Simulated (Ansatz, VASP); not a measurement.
**RbCdCO3F in VASP and in Ansatz**

```xyz
7
Lattice="5.1754 0.0000 0.0000 -2.5877 4.4821 0.0000 0.0000 0.0000 4.6255" Properties=species:S:1:pos:R:3 pbc="T T T"
Rb    0.0000    0.0000    0.0000
Cd    2.5877    1.4940    2.3128
C     0.0000    2.9880    2.3128
O     0.0000    1.6956    2.3128
O    -1.1193    3.6343    2.3128
O     1.1193    3.6343    2.3128
F     2.5877    1.4940    0.0000
```

Alike in both runs: functional PBE; k mesh 6 × 6 × 6; occupations gaussian, width 0.02 eV; no spin polarisation.

Ansatz relaxed the structure, and its values are those at the end. VASP's run is a single point on that final structure, the one shown.

|  | VASP | Ansatz |
| --- | --- | --- |
| version | VASP 6.6.1 | Ansatz 0.2.0 |
| potentials or method | VASP PAW PBE potentials, release 64 (Rb_sv, Cd, C, O, F), cutoff 520 eV | scalar-relativistic, plane waves, PAW |
| valence electrons in the cell | 50 | 58 |

Ansatz gave:

```
gap on the k mesh at the Fermi level (eV) : 1.55
least direct gap on the mesh (eV)         : 1.56
pressure (GPa)                            : 0.0
rms of the force components (eV/Å)        : 0.000
```

**Question.** Estimate VASP's values.

**Answer.** gap on the k mesh at the Fermi level (eV): 1.53; least direct gap on the mesh (eV): 1.53; pressure (GPa): 0.6; rms of the force components (eV/Å): 0.099.

VASP's potentials hold 50 valence electrons a cell and Ansatz's 58, so a difference there can come from the potentials and not from the codes.
